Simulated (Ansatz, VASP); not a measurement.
## One calculation of C, two programs

```
C
1.0
     1.24271    0.71748    3.38883
    -1.24271    0.71748    3.38883
     0.00000   -1.43496    3.38883
C
2
Cartesian
  0.0000 0.0000 1.6171
  0.0000 0.0000 8.5494
```

Change from the starting cell: mode 4 frozen in at -0.076 Å, equal normal strain along x, y and z +0.0083.

Alike in both runs: task single point; functional PBE; dispersion D3(BJ); k mesh 15 × 15 × 15; occupations gaussian, width 0.05 eV; no spin polarisation.

```csv
,VASP,Ansatz
version,VASP 6.6.1,Ansatz 0.2.0
potentials or method,"VASP PAW PBE potentials, release 64 (C), cutoff 520 eV","scalar-relativistic, plane waves, PAW"
valence electrons in the cell,8,8
```

|  | VASP | Ansatz | Ansatz less VASP |
| --- | --- | --- | --- |
| gap on the k mesh at the Fermi level (eV) | 0.89 | 0.89 | 0.000 |
| least direct gap on the mesh (eV) | 0.89 | 0.89 | 0.000 |
| pressure (GPa) | -7.7 | -8.1 | -0.44 |
| traceless stress, the component that is largest in VASP (GPa) | 3.45 | 3.95 | +0.500 |
| rms of the force components (eV/Å) | 1.463 | 1.469 | +0.0060 |

Atom by atom the forces differ by 0.006 eV/Å (rms over components).
